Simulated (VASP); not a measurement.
A run of VASP 6.6.1:

Contents of INCAR:

```
  PREC = Accurate
  ENCUT = 520
  EDIFF = 1E-6
  ISMEAR = -1
  SIGMA = 0.05
  LREAL = F
  LASPH = T
  NELM = 100
  ALGO = Normal
  ISIF = 2
  LWAVE = F
  LCHARG = F
  GGA = CA
  NBANDS = 14
```

The input KPOINTS:

```
regular mesh
0
Gamma
  12 12 12
```

The input POSCAR:

```
Rh
1.0
    0.0000000000      1.9228245745      1.9228245745
    1.9228245745      0.0000000000      1.9228245745
    1.9228245745      1.9228245745      0.0000000000
Rh
1
Direct
    0.0000000000      0.0000000000      0.0000000000
```

Potentials or basis: VASP PAW LDA potentials, release 64 (Rh_pv).

Command:

```sh
$ cat potpaw_LDA.64/Rh_pv/POTCAR > POTCAR
$ mpirun -np 1 vasp_std > vasp.out
```

Hardware: 1 thread of Intel(R) Xeon(R) Platinum 8375C CPU @ 2.90GHz (Ice Lake), on a shared host.

Task: How long does it take, and how much memory?

Result: It took 6.6 s on 1 thread of Intel(R) Xeon(R) Platinum 8375C CPU @ 2.90GHz (Ice Lake), on a shared host, peak memory 0.13 GiB. Counts: scf iterations 11, k points 72.
